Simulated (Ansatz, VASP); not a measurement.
## One calculation of C, two programs

```xyz
6
Lattice="2.5129 0.0000 0.0000 0.0000 3.5538 0.0000 0.0000 0.0000 18.5129" Properties=species:S:1:pos:R:3 pbc="T T T"
C     1.8847    0.4442    8.0000
C     0.6282    3.1096    8.0000
C     0.6282    2.2211    9.2564
C     1.8847    1.3327    9.2564
C     1.8847    0.4442   10.5129
C     0.6282    3.1096   10.5129
```

Alike in both runs: task single point; functional PBEsol; k mesh 10 × 7 × 1; occupations fermi-dirac, width 0.02 eV; no spin polarisation.

```csv
,VASP,Ansatz
version,VASP 6.6.1,Ansatz 0.2.0
potentials or method,"VASP PAW PBE potentials, release 64 (C)","PAW with Ansatz's default frozen-core files, scalar-relativistic"
plane-wave cutoff (eV),520,420
valence electrons in the cell,24,24
```

```tsv
	VASP	Ansatz	Ansatz less VASP
rms of the force components (eV/Å)	2.192	2.207	+0.0143
```

VASP's potentials were made for PBE, not for PBEsol. Atom by atom the forces differ by 0.021 eV/Å (rms over components). With one functional, cell and mesh, what is left measures potentials, basis and numerics.
